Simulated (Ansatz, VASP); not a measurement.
GaSb4: VASP beside Ansatz

```
Ga Sb
1.0
     4.48613    0.00000    0.00000
     0.00000    4.48613    0.00000
     0.00000    0.00000    7.34432
Ga Sb
1 4
Direct
  0.50000 0.50000 0.00000
  0.00000 0.50000 0.70447
  0.50000 0.00000 0.70447
  0.00000 0.50000 0.29553
  0.50000 0.00000 0.29553
```

Alike in both runs: task relaxation of cell and atoms; functional PBE; k mesh 4 × 4 × 4; occupations gaussian, width 0.1 eV; no spin polarisation.

```csv
,VASP,Ansatz
version,VASP 6.6.1,Ansatz 0.2.0
potentials or method,"VASP PAW PBE potentials, release 64 (Ga_d, Sb), cutoff 600 eV","scalar-relativistic, plane waves, PAW"
valence electrons in the cell,33,73
```

VASP gave:

| Property | Result |
| --- | --- |
| gap on the k mesh at the Fermi level, each at its own relaxed structure (eV) | none |
| relaxed volume (Å³/atom) | 29.65 |
| relaxed length of the cell vector where the two differ most in proportion (Å) | 7.296 |

Which values does Ansatz return?

gap on the k mesh at the Fermi level, each at its own relaxed structure (eV): none; relaxed volume (Å³/atom): 29.56; relaxed length of the cell vector where the two differ most in proportion (Å): 7.344.

A gap of «none» marks a metal or a gap that the smearing closes. VASP's potentials hold 33 valence electrons a cell and Ansatz's 73, so a difference there can come from the potentials and not from the codes.

Spin-orbit coupling is off throughout. Noted on VASP's run: too few bands were computed for a metal, which touches its energy and stress.
